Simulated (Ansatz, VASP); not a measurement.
**One calculation of Ga2GeO, two programs**

```
Ga Ge O
1.0
     2.99518    0.00000    0.00000
    -1.49759    2.59390    0.00000
     0.00000    0.00000    7.99279
Ga Ge O
2 1 1
Direct
  0.00000 0.00000 0.81495
  0.00000 0.00000 0.18505
  0.66667 0.33333 0.50000
  0.33333 0.66667 0.00000
```

Change from the starting cell: species swapped into the Co2SbTe type (P-6m2, No. 187).

Alike in both runs: functional PBE; k mesh 18 × 18 × 8; occupations gaussian, width 0.1 eV; no spin polarisation.

Ansatz relaxed the structure, and its values are those at the end. VASP's run is a single point on that final structure, the one shown.

|  | VASP | Ansatz |
| --- | --- | --- |
| version | VASP 6.6.1 | Ansatz 0.2.0 |
| potentials or method | VASP PAW PBE potentials, release 64 (Ga_d, Ge_d, O), cutoff 520 eV | scalar-relativistic, plane waves, PAW |
| valence electrons in the cell | 46 | 46 |

|  | VASP | Ansatz | Ansatz less VASP |
| --- | --- | --- | --- |
| gap on the k mesh at the Fermi level (eV) | none | none | - |
| pressure (GPa) | 0.2 | 0.0 | -0.15 |
| rms of the force components (eV/Å) | 0.014 | 0.002 | -0.0128 |

A gap of «none» marks a metal or a gap that the smearing closes. The functional is the same, so the differences come from potentials, cutoffs and numerics.
